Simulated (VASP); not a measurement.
# Al (Fm-3m) in VASP: notebook, part 2 of 2

VASP 6.6.1. The steps go on from the part before.

## (3) Relaxation of cell and atoms, PBE, target pressure 10 GPa, at which the enthalpy is minimised

Input file INCAR:

```
SYSTEM = Al
PREC = Accurate
ENCUT = 500
EDIFF = 1E-7
ISMEAR = 0
SIGMA = 0.1
LREAL = .False.
LASPH = .True.
NELM = 120
ALGO = Normal
ISIF = 3
LWAVE = .False.
LCHARG = .False.
GGA = PE
IBRION = 2
NSW = 80
EDIFFG = -0.01
PSTRESS = 100.0
GGA_COMPAT = .False.
NELMIN = 4
```

Input file KPOINTS:

```
Automatic mesh
0
Gamma
  16 16 16
  0 0 0
```

Input file POSCAR:

```
Al
1.0
    2.8635070000      0.0000000000      0.0000000000
    1.4317535000      2.4798698059      0.0000000000
    1.4317535000      0.8266232686      2.3380436750
Al
1
Direct
    0.0000000000      0.0000000000      0.0000000000
```

Potentials or basis: VASP PAW PBE potentials, release 64 (Al).

Command:

```
$ cat potpaw_PBE.64/Al/POTCAR > POTCAR
$ mpirun -np 1 vasp_std > vasp.out
```

OUTCAR:

```text
SYSTEM = Al
   PREC = Accurate
   ENCUT = 500
   EDIFF = 1E-7
   ISMEAR = 0
   LREAL = .False.
   LASPH = .True.
   NELM = 120
   ISIF = 3
   GGA = PE
   IBRION = 2
   NSW = 80
   EDIFFG = -0.01
   PSTRESS = 100.0
   NELMIN = 4

 ion  position               nearest neighbor table
   1  0.000  0.000  0.000-

  LATTYP: Found a face centered cubic cell.
 ALAT       =     4.0496104353

  Lattice vectors:

 A1 = (   2.8635070000,   0.0000000000,   0.0000000000)
 A2 = (   1.4317535000,   2.4798698059,   0.0000000000)
 A3 = (   1.4317535000,   0.8266232686,   2.3380436750)

Analysis of symmetry for initial positions (statically):
=====================================================================
 Subroutine PRICEL returns:
 Original cell was already a primitive cell.

 Routine SETGRP: Setting up the symmetry group for a
 face centered cubic supercell.

 Subroutine GETGRP returns: Found 48 space group operations
 (whereof 48 operations were pure point group operations)
 out of a pool of 48 trial point group operations.

The static configuration has the point symmetry O_h .

Analysis of symmetry for dynamics (positions and initial velocities):
=====================================================================
 Subroutine PRICEL returns:
 Original cell was already a primitive cell.

 Routine SETGRP: Setting up the symmetry group for a
 face centered cubic supercell.

 Subroutine GETGRP returns: Found 48 space group operations
 (whereof 48 operations were pure point group operations)
 out of a pool of 48 trial point group operations.

The dynamic configuration has the point symmetry O_h .

 Subroutine INISYM returns: Found 48 space group operations
 (whereof 48 operations are pure point group operations),
 and found     1 'primitive' translations

----------------------------------------------------------------------------------------

                                     Primitive cell

  volume of cell :      16.6027

  direct lattice vectors                    reciprocal lattice vectors
     2.863507000  0.000000000  0.000000000     0.349222125 -0.201623488 -0.142569336
     1.431753500  2.479869806  0.000000000     0.000000000  0.403246976 -0.142569336
     1.431753500  0.826623269  2.338043675     0.000000000  0.000000000  0.427708007

  length of vectors
     2.863507000  2.863507000  2.863507000     0.427708007  0.427708007  0.427708007

  position of ions in fractional coordinates (direct lattice)
     0.000000000  0.000000000  0.000000000

  ion indices of the primitive-cell ions
   primitive index   ion index
                 1           1

----------------------------------------------------------------------------------------

 KPOINTS: Automatic mesh

Automatic generation of k-mesh.
 Grid dimensions read from file:
 generate k-points for:   16   16   16

 Generating k-lattice:

  Cartesian coordinates                     Fractional coordinates (reciprocal lattice)
     0.021826383 -0.012601468 -0.008910583     0.062500000  0.000000000  0.000000000
     0.000000000  0.025202936 -0.008910583     0.000000000  0.062500000  0.000000000
     0.000000000  0.000000000  0.026731750     0.000000000  0.000000000  0.062500000

  Length of vectors
     0.026731750  0.026731750  0.026731750

  Shift w.r.t. Gamma in fractional coordinates (k-lattice)
     0.000000000  0.000000000  0.000000000

 Subroutine IBZKPT returns following result:
 ===========================================

 Found    145 irreducible k-points:

 Following reciprocal coordinates:
            Coordinates               Weight
  0.000000  0.000000  0.000000      1.000000
  0.062500 -0.000000  0.000000      8.000000
  0.125000 -0.000000  0.000000      8.000000
  0.187500 -0.000000 -0.000000      8.000000
  0.250000 -0.000000  0.000000      8.000000
  0.312500 -0.000000  0.000000      8.000000
[... 16 lines left out ...]
 -0.125000  0.062500 -0.000000     24.000000
 -0.062500  0.062500 -0.000000     12.000000
 [... further k-points ...]
   k-points           NKPTS =    145   k-points in BZ     NKDIM =    145   number of bands    NBANDS=      5
   number of dos      NEDOS =    301   number of ions     NIONS =      1
   total plane-waves  NPLWV =  13824
   dimension x,y,z NGX =    24 NGY =   24 NGZ =   24
   dimension x,y,z NGXF=    48 NGYF=   48 NGZF=   48
   ions per type =               1
   NGX,Y,Z   is equivalent  to a cutoff of  13.93, 13.93, 13.93 a.u.
   NGXF,Y,Z  is equivalent  to a cutoff of  27.87, 27.87, 27.87 a.u.
 SYSTEM =  Al
   PREC   = accura    normal or accurate (medium, high low for compatibility)
   ISTART =      0    job   : 0-new  1-cont  2-samecut
   ICHARG =      2    charge: 1-file 2-atom 10-const
   ISPIN  =      1    spin polarized calculation?
   LNONCOLLINEAR =      F non collinear calculations
   LSORBIT =      F    spin-orbit coupling
   LASPH  =      T    aspherical Exc in radial PAW
   ENCUT  =  500.0 eV  36.75 Ry    6.06 a.u.   5.22  5.22  5.22*2*pi/ulx,y,z
   NELM   =    120;   NELMIN=  4; NELMDL= -5     # of ELM steps
   EDIFF  = 0.1E-06   stopping-criterion for ELM
   LREAL  =      F    real-space projection
   EDIFFG = -.1E-01   stopping-criterion for IOM
   NSW    =     80    number of steps for IOM
   IBRION =      2    ionic relax: 0-MD 1-quasi-New 2-CG
   NFREE  =      1    steps in history (QN), initial steepest desc. (CG)
   ISIF   =      3    stress and relaxation
   ISYM   =      2    0-nonsym 1-usesym 2-fastsym
   POTIM  = 0.5000    time-step for ionic-motion
   TEBEG  =    0.0;   TEEND  =   0.0 temperature during run
   PSTRESS=  100.0 pullay stress
   NELECT =       3.0000    total number of electrons
   NUPDOWN=      -1.0000    fix difference up-down
   EMIN   =  10.00;   EMAX   =-10.00  energy-range for DOS
   EFERMI =   0.00;   METHOD = LEGACY
   ISMEAR =     0;   SIGMA  =   0.10  broadening in eV -4-tet -1-fermi 0-gaus
   EFERMI_NEDOS =   21; number of points for ismear=-14 and -15
   IALGO  =     38    algorithm
   IMIX   =      4    mixing-type and parameters
     AMIX     =   0.40;   BMIX     =  1.00
     AMIX_MAG =   1.60;   BMIX_MAG =  1.00
  volume/ion in A,a.u.               =      16.60       112.04
  Fermi-wavevector in a.u.,A,eV,Ry     =   0.925526  1.748991 11.654731  0.856599
  Thomas-Fermi vector in A             =   2.051390
   LORBIT       =      0    0 simple, 1 ext, 2 COOP (PROOUT), +10 PAW based schemes
   GGA     = PE    functional components
   LHFCALC =     F    Hartree Fock is set to
   AEXX    =    0.0000 exact exchange contribution
   IVDW    =     0    specifies the selected vdW correction
   LEPSILON=     F    determine dielectric tensor
   LRPA    =     F    only Hartree local field effects (RPA)
 conjugate gradient relaxation of ions
 non-spin polarized calculation
 Gauss-broadening in eV      SIGMA  =   0.10
  energy-cutoff  :      500.00
  volume of cell :       16.60
 maximum number of plane-waves:       444
 NGX is ok and might be reduce to    24
   NGX = 11   NGY = 11   NGZ = 11

--------------------------------------- Ionic step        1  -------------------------------------------

 number of electron       3.0000000 magnetization

 Free energy of the ion-electron system (eV)
  ---------------------------------------------------
  ext. energy  EPLUGINS =         0.00000000
  ---------------------------------------------------
  free energy    TOTEN  =        -3.75193092 eV

  energy without entropy =       -3.75070265  energy(sigma->0) =       -3.75131679

------------------------ aborting loop because EDIFF is reached ----------------------------------------

  FORCE on cell =-STRESS in cart. coord.  units (eV):
  Direction    XX          YY          ZZ          XY          YZ          ZX
  --------------------------------------------------------------------------------------
  -------------------------------------------------------------------------------------
  Total       -0.0606926     -0.0606926     -0.0606926      0.0000000      0.0000000     -0.0000000
  in kB       -5.8568798     -5.8568798     -5.8568798      0.0000000      0.0000000     -0.0000000
  external PRESSURE =    -105.8568798 kB  Pullay stress =     100.0000000 kB
[... 61 lines left out ...]
--------------------------------------- Ionic step        3  -------------------------------------------

 number of electron       3.0000000 magnetization

 Free energy of the ion-electron system (eV)
  ---------------------------------------------------
  ext. energy  EPLUGINS =         0.00000000
  ---------------------------------------------------
  free energy    TOTEN  =        -3.70723823 eV

  energy without entropy =       -3.70594151  energy(sigma->0) =       -3.70658987

 E-fermi :   9.1374     XC(G=0): -10.5720

 val. band max:        9.1115598583   @ k =  -0.3125   0.4375   0.1250
 cond. band min:       9.2374969231   @ k =   0.5000   0.2500   0.1250
 fundamental gap:      0.1259370648
 Fermi energy:         9.1374308948

 k-point     1 :       0.0000    0.0000    0.0000
  band No.  band energies     occupation
      1      -2.7513      2.00000
      2      22.3098      0.00000
      3      22.3098      0.00000
      4      22.3098      0.00000
      5      24.6111      0.00000
[... 177 lines left out ...]
 k-point    24 :      -0.0625    0.0625   -0.0000
  band No.  band energies     occupation
      1      -2.4486      2.00000
      2      19.3923      0.00000
      3      20.3361      0.00000
      4      22.6051      0.00000
      5      24.8187      0.00000

 [... further k-points ...]
[... 5 lines left out ...]
  --------------------------------------------------------------------------------------
  -------------------------------------------------------------------------------------
  Total        0.9276242      0.9276242      0.9276242      0.0000000     -0.0000000     -0.0000000
  in kB       99.7626292     99.7626292     99.7626292      0.0000000     -0.0000000     -0.0000000
  external PRESSURE =      -0.2373708 kB  Pullay stress =     100.0000000 kB
[... 20 lines left out ...]
  energy  without entropy=       -3.7059415081  energy(sigma->0) =       -3.70658987

  enthalpy is  TOTEN    =        -2.7774068740 eV   P V=        0.9298313537

 reached required accuracy - stopping structural energy minimisation
```

CONTCAR:

```text
Al
   1.00000000000000
     2.7619125420139339   -0.0000000000000000   -0.0000000000000000
     1.3809562710069669    2.3918864244009304    0.0000000000000694
     1.3809562710069669    0.7972954747682248    2.2550921474117218
  Al
     1
Direct
     0.0000000000000000    0.0000000000000000    1.0000000000000000

  0.00000000E+00  0.00000000E+00  0.00000000E+00
```

It took 10 s on 1 thread of Intel Xeon Platinum 8488C (Sapphire Rapids), shared host; peak memory 0.14 GiB.

Results:

```
Free energy                                            : -3.7072 eV
Relaxed volume                                         : 14.90 Å³/atom
Relaxed cell                                           : a = 2.762 Å, b = 2.762 Å, c = 2.762 Å, α = 60.00°, β = 60.00°, γ = 60.00°
Space group after relaxing (to 0.05 Å)                 : Fm-3m (No. 225)
Energy change on relaxing (the enthalpy is what falls) : +44.7 meV/atom
Ionic steps                                            : 3
Pressure after relaxing                                : 10.0 GPa
```

Step by step:
```tsv
step	energy change (eV)	largest force (eV/Å)	pressure (GPa)	volume (Å³)
1	0.0000	0.0000	-0.59	16.60
2	0.1116	0.0000	17.38	14.10
3	0.0447	0.0000	9.98	14.90
```

Final structure:
```
Al
1.0
     2.76191    0.00000    0.00000
     1.38096    2.39189    0.00000
     1.38096    0.79730    2.25509
Al
1
Direct
  0.00000 0.00000 0.00000
```

Levels at points of the mesh, in eV from the Fermi level:
| k point | band 1 | band 2 | band 3 | band 4 | band 5 |
| --- | --- | --- | --- | --- | --- |
| (0.00, 0.00, 0.00) | -11.89 | 13.17 | 13.17 | 13.17 | 15.47 |
| (0.50, 0.00, 0.00) | -5.04 | -4.55 | 11.92 | 11.92 | 12.52 |
| (0.50, 0.50, 0.00) | -3.20 | -1.67 | 5.25 | 6.07 | 6.07 |

Caveat: the cell is relaxed towards a set pressure, so the enthalpy falls and the energy may rise.
